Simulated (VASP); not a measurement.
# ZrC (Fm-3m) in VASP: a series of runs

ZrC is run at these levels: PBEsol; tasks: single point.

Everything below comes from runs of VASP 6.6.1. Logs are shortened: lines on timing, memory, paths and dates and some standing lists are left out, and cuts for length are marked.

## Step 1: The cell of the first run

The structure is cubic, space group Fm-3m (No. 225). The conventional cell has a = 4.747 Å, b = 4.747 Å, c = 4.747 Å, α = 90.00°, β = 90.00°, γ = 90.00°. Zr (site symmetry m-3m) has 6 C at 2.37 Å within 3.1 Å. C (site symmetry m-3m) has 6 Zr at 2.37 Å within 3.1 Å.

## Step 2: Single point, PBEsol (volume scaled by 1.03)

The input, INCAR:

```
PREC = Accurate
ENCUT = 520
EDIFF = 1E-6
ISMEAR = -1
SIGMA = 0.05
LREAL = False
LASPH = True
NELM = 80
ALGO = Normal
ISIF = 2
LWAVE = False
LCHARG = False
GGA = PS
NBANDS = 15
```

The input, KPOINTS:

```
Automatic mesh
0
Gamma
  15 15 15
```

The input, POSCAR:

```
ZrC
1.0
    0.0000000000      2.3734809194      2.3734809194
    2.3734809194      0.0000000000      2.3734809194
    2.3734809194      2.3734809194      0.0000000000
Zr C
1 1
Direct
    0.5000000000      0.5000000000      0.5000000000
    0.0000000000      0.0000000000      0.0000000000
```

Potentials or basis: VASP PAW PBE potentials, release 64 (Zr_sv, C).

Started as:

```
cat potpaw_PBE.64/Zr_sv/POTCAR potpaw_PBE.64/C/POTCAR > POTCAR
mpirun -np 1 vasp_std > vasp.out
```

OUTCAR:

```text
PREC = Accurate
   ENCUT = 520
   EDIFF = 1E-6
   ISMEAR = -1
   LREAL = False
   LASPH = True
   NELM = 80
   ISIF = 2
   GGA = PS

 ion  position               nearest neighbor table
   1  0.500  0.500  0.500-   2 2.37   2 2.37   2 2.37   2 2.37   2 2.37   2 2.37
   2  0.000  0.000  0.000-   1 2.37   1 2.37   1 2.37   1 2.37   1 2.37   1 2.37

  LATTYP: Found a face centered cubic cell.
 ALAT       =     4.7469618388

  Lattice vectors:

 A1 = (   0.0000000000,   2.3734809194,   2.3734809194)
 A2 = (   2.3734809194,   0.0000000000,   2.3734809194)
 A3 = (   2.3734809194,   2.3734809194,   0.0000000000)

Analysis of symmetry for initial positions (statically):
=====================================================================
 Subroutine PRICEL returns:
 Original cell was already a primitive cell.

 Routine SETGRP: Setting up the symmetry group for a
 face centered cubic supercell.

 Subroutine GETGRP returns: Found 48 space group operations
 (whereof 48 operations were pure point group operations)
 out of a pool of 48 trial point group operations.

The static configuration has the point symmetry O_h .

Analysis of symmetry for dynamics (positions and initial velocities):
=====================================================================
 Subroutine PRICEL returns:
 Original cell was already a primitive cell.

 Routine SETGRP: Setting up the symmetry group for a
 face centered cubic supercell.

 Subroutine GETGRP returns: Found 48 space group operations
 (whereof 48 operations were pure point group operations)
 out of a pool of 48 trial point group operations.

The dynamic configuration has the point symmetry O_h .

 Subroutine INISYM returns: Found 48 space group operations
 (whereof 48 operations are pure point group operations),
 and found     1 'primitive' translations

----------------------------------------------------------------------------------------

                                     Primitive cell

  volume of cell :      26.7416

  direct lattice vectors                    reciprocal lattice vectors
     0.000000000  2.373480919  2.373480919    -0.210661057  0.210661057  0.210661057
     2.373480919  0.000000000  2.373480919     0.210661057 -0.210661057  0.210661057
     2.373480919  2.373480919  0.000000000     0.210661057  0.210661057 -0.210661057

  length of vectors
     3.356608906  3.356608906  3.356608906     0.364875654  0.364875654  0.364875654

  position of ions in fractional coordinates (direct lattice)
     0.500000000  0.500000000  0.500000000
     0.000000000  0.000000000  0.000000000

  ion indices of the primitive-cell ions
   primitive index   ion index
                 1           1
                 2           2

----------------------------------------------------------------------------------------

 KPOINTS: Automatic mesh

Automatic generation of k-mesh.
 Grid dimensions read from file:
 generate k-points for:   15   15   15

 Generating k-lattice:

  Cartesian coordinates                     Fractional coordinates (reciprocal lattice)
    -0.014044070  0.014044070  0.014044070     0.066666667  0.000000000  0.000000000
     0.014044070 -0.014044070  0.014044070     0.000000000  0.066666667  0.000000000
     0.014044070  0.014044070 -0.014044070     0.000000000  0.000000000  0.066666667

  Length of vectors
     0.024325044  0.024325044  0.024325044

  Shift w.r.t. Gamma in fractional coordinates (k-lattice)
     0.000000000  0.000000000  0.000000000

 Subroutine IBZKPT returns following result:
 ===========================================

 Found    120 irreducible k-points:

 Following reciprocal coordinates:
            Coordinates               Weight
  0.000000  0.000000  0.000000      1.000000
  0.066667  0.000000  0.000000      8.000000
  0.133333  0.000000  0.000000      8.000000
  0.200000  0.000000  0.000000      8.000000
  0.266667  0.000000  0.000000      8.000000
  0.333333  0.000000  0.000000      8.000000
[... 16 lines left out ...]
  0.133333  0.133333  0.000000      6.000000
  0.200000  0.133333  0.000000     24.000000
 [... further k-points ...]
   k-points           NKPTS =    120   k-points in BZ     NKDIM =    120   number of bands    NBANDS=     15
   number of dos      NEDOS =    301   number of ions     NIONS =      2
   total plane-waves  NPLWV =  21952
   dimension x,y,z NGX =    28 NGY =   28 NGZ =   28
   dimension x,y,z NGXF=    56 NGYF=   56 NGZF=   56
   ions per type =               1   1
   NGX,Y,Z   is equivalent  to a cutoff of  13.87, 13.87, 13.87 a.u.
   NGXF,Y,Z  is equivalent  to a cutoff of  27.74, 27.74, 27.74 a.u.
 SYSTEM =  unknown system
   PREC   = accura    normal or accurate (medium, high low for compatibility)
   ISTART =      0    job   : 0-new  1-cont  2-samecut
   ICHARG =      2    charge: 1-file 2-atom 10-const
   ISPIN  =      1    spin polarized calculation?
   LNONCOLLINEAR =      F non collinear calculations
   LSORBIT =      F    spin-orbit coupling
   LASPH  =      T    aspherical Exc in radial PAW
   ENCUT  =  520.0 eV  38.22 Ry    6.18 a.u.   6.24  6.24  6.24*2*pi/ulx,y,z
   NELM   =     80;   NELMIN=  2; NELMDL= -5     # of ELM steps
   EDIFF  = 0.1E-05   stopping-criterion for ELM
   LREAL  =      F    real-space projection
   EDIFFG = 0.1E-04   stopping-criterion for IOM
   NSW    =      0    number of steps for IOM
   IBRION =     -1    ionic relax: 0-MD 1-quasi-New 2-CG
   NFREE  =      0    steps in history (QN), initial steepest desc. (CG)
   ISIF   =      2    stress and relaxation
   ISYM   =      2    0-nonsym 1-usesym 2-fastsym
   POTIM  = 0.5000    time-step for ionic-motion
   TEBEG  =    0.0;   TEEND  =   0.0 temperature during run
   PSTRESS=    0.0 pullay stress
   NELECT =      16.0000    total number of electrons
   NUPDOWN=      -1.0000    fix difference up-down
   EMIN   =  10.00;   EMAX   =-10.00  energy-range for DOS
   EFERMI =   0.00;   METHOD = LEGACY
   ISMEAR =    -1;   SIGMA  =   0.05  broadening in eV -4-tet -1-fermi 0-gaus
   EFERMI_NEDOS =   21; number of points for ismear=-14 and -15
   IALGO  =     38    algorithm
   IMIX   =      4    mixing-type and parameters
     AMIX     =   0.40;   BMIX     =  1.00
     AMIX_MAG =   1.60;   BMIX_MAG =  1.00
  volume/ion in A,a.u.               =      13.37        90.23
  Fermi-wavevector in a.u.,A,eV,Ry     =   1.379492  2.606861 25.891850  1.902997
  Thomas-Fermi vector in A             =   2.504456
   LORBIT       =      0    0 simple, 1 ext, 2 COOP (PROOUT), +10 PAW based schemes
   GGA     = PS    functional components
   LHFCALC =     F    Hartree Fock is set to
   AEXX    =    0.0000 exact exchange contribution
   IVDW    =     0    specifies the selected vdW correction
   LEPSILON=     F    determine dielectric tensor
   LRPA    =     F    only Hartree local field effects (RPA)
 non-spin polarized calculation
  energy-cutoff  :      520.00
  volume of cell :       26.74
 maximum number of plane-waves:       745
 NGX is ok and might be reduce to    28
   NGX = 13   NGY = 13   NGZ = 13

 number of electron      16.0000000 magnetization

 Free energy of the ion-electron system (eV)
  ---------------------------------------------------
  ext. energy  EPLUGINS =         0.00000000
  ---------------------------------------------------
  free energy    TOTEN  =       -20.53292668 eV

  energy without entropy =      -20.53022062  energy(sigma->0) =      -20.53157365

 E-fermi :   9.1404     XC(G=0): -12.1350

 val. band max:        9.1346814805   @ k =   0.3333   0.2667   0.0000
 cond. band min:       9.1532711909   @ k =   0.4000   0.3333   0.0000
 fundamental gap:      0.0185897105
 Fermi energy:         9.1404042358

 k-point     1 :       0.0000    0.0000    0.0000
  band No.  band energies     occupation
      1     -38.9322      2.00000
      2     -16.6911      2.00000
      3     -16.6911      2.00000
      4     -16.6911      2.00000
      5      -2.0201      2.00000
      6      10.1000      0.00000
      7      10.1000      0.00000
      8      10.1000      0.00000
      9      10.2027      0.00000
     10      10.2027      0.00000
     11      10.2027      0.00000
     12      11.8772      0.00000
     13      11.8772      0.00000
     14      16.1144      0.00000
     15      19.4821      0.00000

 k-point     2 :       0.0667    0.0000    0.0000
  band No.  band energies     occupation
      1     -38.9283      2.00000
      2     -16.7273      2.00000
      3     -16.6943      2.00000
      4     -16.6943      2.00000
      5      -1.9226      2.00000
      6       9.2893      0.09685
      7       9.5069      0.00131
      8       9.5069      0.00131
      9      10.4334      0.00000
     10      10.4334      0.00000
     11      10.7797      0.00000
     12      12.4426      0.00000
     13      12.4426      0.00000
     14      16.3375      0.00000
     15      19.7513      0.00000

 k-point     3 :       0.1333    0.0000    0.0000
  band No.  band energies     occupation
      1     -38.9174      2.00000
      2     -16.8281      2.00000
      3     -16.7034      2.00000
      4     -16.7034      2.00000
      5      -1.6407      2.00000
      6       8.2799      2.00000
      7       8.6936      1.99974
      8       8.6936      1.99974
      9      10.7414      0.00000
     10      10.7414      0.00000
     11      11.2019      0.00000
     12      13.5446      0.00000
     13      13.5446      0.00000
     14      16.9037      0.00000
     15      20.4801      0.00000
[... 343 lines left out ...]
 k-point    23 :       0.1333    0.1333    0.0000
  band No.  band energies     occupation
      1     -38.9125      2.00000
      2     -16.8183      2.00000
      3     -16.7345      2.00000
      4     -16.7345      2.00000
      5      -1.5460      2.00000
      6       7.5442      2.00000
      7       9.0614      1.65842
      8       9.0614      1.65841
      9       9.5602      0.00045
     10      11.9659      0.00000
     11      11.9659      0.00000
     12      12.1015      0.00000
     13      14.1392      0.00000
     14      17.4802      0.00000
     15      20.8169      0.00000

 k-point    24 :       0.2000    0.1333    0.0000
  band No.  band energies     occupation
      1     -38.9004      2.00000
      2     -16.9115      2.00000
      3     -16.7556      2.00000
      4     -16.7473      2.00000
      5      -1.2646      2.00000
      6       6.8795      2.00000
      7       8.4751      2.00000
      8       8.7256      1.99950
      9       9.7044      0.00003
     10      12.0057      0.00000
     11      12.4078      0.00000
     12      13.0165      0.00000
     13      14.8176      0.00000
     14      18.2192      0.00000
     15      21.5692      0.00000

 [... further k-points ...]
[... 5 lines left out ...]
  --------------------------------------------------------------------------------------
  -------------------------------------------------------------------------------------
  Total       -1.7205141     -1.7205141     -1.7205141      0.0000000     -0.0000000     -0.0000000
  in kB     -103.0817054   -103.0817054   -103.0817054      0.0000000     -0.0000000     -0.0000000
  external PRESSURE =    -103.0817054 kB  Pullay stress =       0.0000000 kB

 VOLUME and BASIS-vectors are now :
 -----------------------------------------------------------------------------
  energy-cutoff  :      520.00
  volume of cell :       26.74
      direct lattice vectors                 reciprocal lattice vectors
     0.000000000  2.373480919  2.373480919    -0.210661057  0.210661057  0.210661057
     2.373480919  0.000000000  2.373480919     0.210661057 -0.210661057  0.210661057
     2.373480919  2.373480919  0.000000000     0.210661057  0.210661057 -0.210661057

 POSITION                                       TOTAL-FORCE (eV/Angst)
 -----------------------------------------------------------------------------------
      2.37348      2.37348      2.37348        -0.000000     -0.000000      0.000000
      0.00000      0.00000      0.00000         0.000000      0.000000      0.000000
 -----------------------------------------------------------------------------------
    total drift:                                0.000000      0.000000      0.000000

  FREE ENERGIE OF THE ION-ELECTRON SYSTEM (eV)
  ---------------------------------------------------
  free  energy   TOTEN  =       -20.5329266784 eV

  energy  without entropy=      -20.5302206169  energy(sigma->0) =      -20.53157365
```

Wall time 49 s (1 thread of Intel Xeon Platinum 8375C at 2.90GHz (Ice Lake), shared host); peak memory 0.19 GiB.

What came out:

- Free energy: -20.5329 eV
- Pressure: -10.3 GPa
- Band gap on the k mesh: zero (band 8 reaches 10.10 eV, above the bottom of band 9 at 8.79 eV)

Caveat: the PAW data sets were made with another functional, which shifts forces and pressure a little.

## Step 3: Single point, PBEsol (volume scaled by 1.04)

The input, INCAR:

```
SYSTEM = ZrC
PREC = Accurate ; ENCUT = 520
EDIFF = 1E-7 ; ISMEAR = -1
SIGMA = 0.05 ; LREAL = .FALSE.
LASPH = .TRUE. ; NELM = 80
ALGO = Normal ; ISIF = 2
LWAVE = .FALSE. ; LCHARG = .FALSE.
GGA = PS ; NBANDS = 15
```

The input, KPOINTS:

```
Automatic mesh
0
G
  15 15 15
  0 0 0
```

The input, POSCAR:

```
ZrC
1.0
    0.0000000000      2.3811373624      2.3811373624
    2.3811373624      0.0000000000      2.3811373624
    2.3811373624      2.3811373624      0.0000000000
Zr C
1 1
Direct
    0.5000000000      0.5000000000      0.5000000000
    0.0000000000      0.0000000000      0.0000000000
```

Potentials or basis: VASP PAW PBE potentials, release 64 (Zr_sv, C).

Started as:

```
cat potpaw_PBE.64/Zr_sv/POTCAR potpaw_PBE.64/C/POTCAR > POTCAR
mpirun -np 1 vasp_std > vasp.out
```

Run time: 56 s. Hardware: 1 thread of Intel Xeon Platinum 8375C at 2.90GHz (Ice Lake), shared host; peak memory 0.19 GiB.

It converged, with:

```yaml
Free_energy: -20.5149 eV
Pressure: -12.1 GPa
Band_gap_on_the_k_mesh: zero (band 8 reaches 9.99 eV, above the bottom of band 9 at 8.69 eV)
```

Levels at points of the mesh, in eV from the Fermi level:
```tsv
k point	band 5	band 6	band 7	band 8	band 9	band 10	band 11	band 12
(0.00, 0.00, 0.00)	-11.13	0.96	0.96	0.96	1.06	1.06	1.06	2.71
```

Caveat: the PAW data sets were made with another functional, which shifts forces and pressure a little.

## Step 4: Single point, PBEsol (volume scaled by 1.06)

The input, INCAR:

```
SYSTEM = ZrC
PREC     = Accurate       ! precision mode
ENCUT    = 520            ! plane-wave cutoff, eV
EDIFF    = 1E-7           ! SCF threshold, eV
ISMEAR   = -1             ! smearing method
SIGMA    = 0.05           ! smearing width, eV
LREAL    = .FALSE.        ! projectors in reciprocal space
LASPH    = .TRUE.         ! aspherical terms in the spheres
NELM     = 100            ! most SCF steps
ALGO     = Normal         ! electronic algorithm
ISIF     = 2              ! what is computed and relaxed
LWAVE    = .FALSE.        ! write WAVECAR
LCHARG   = .FALSE.        ! write CHGCAR
GGA      = PS             ! functional
NBANDS   = 15             ! bands
```

The input, KPOINTS:

```
regular mesh
0
G
  15 15 15
  0 0 0
```

The input, POSCAR:

```
ZrC
1.0
    0.0000000000      2.3963042514      2.3963042514
    2.3963042514      0.0000000000      2.3963042514
    2.3963042514      2.3963042514      0.0000000000
Zr C
1 1
Direct
    0.5000000000      0.5000000000      0.5000000000
    0.0000000000      0.0000000000      0.0000000000
```

Started as:

```
cat potpaw_PBE.64/Zr_sv/POTCAR potpaw_PBE.64/C/POTCAR > POTCAR
mpirun -np 1 vasp_std > vasp.out
```

Run time: 58 s. Hardware: 1 thread of Intel Xeon Platinum 8375C at 2.90GHz (Ice Lake), shared host; peak memory 0.19 GiB.

It converged, with:

* Free energy: -20.4703 eV
* Pressure: -15.5 GPa
* Band gap on the k mesh: zero (band 8 reaches 9.77 eV, above the bottom of band 9 at 8.48 eV)

Levels at points of the mesh, in eV from the Fermi level:
| k point | band 6 | band 7 | band 8 | band 9 | band 10 | band 11 |
| --- | --- | --- | --- | --- | --- | --- |
| (0.00, 0.00, 0.00) | 0.95 | 0.95 | 0.95 | 1.05 | 1.05 | 1.05 |

Caveat: the PAW data sets were made with another functional, which shifts forces and pressure a little.

## Step 5: Summary

```csv
cell,gap on the mesh (eV),pressure (GPa)
"a = 3.357 Å, angles 60.0°, 2 atoms",none,-10.3
"a = 3.367 Å, angles 60.0°, 2 atoms",none,-12.1
"a = 3.389 Å, angles 60.0°, 2 atoms",none,-15.5
```

Alike in all rows: task single point; level PBEsol; potentials or basis VASP PAW PBE potentials, release 64 (Zr_sv, C); no spin polarisation; k mesh 15 × 15 × 15; cutoff (eV) 520; smearing fermi-dirac 0.05 eV.

Caveats: the PAW data sets were made with another functional, which shifts forces and pressure a little.

Total energies depend on the potentials used, so only differences within one code and one set of settings carry meaning.
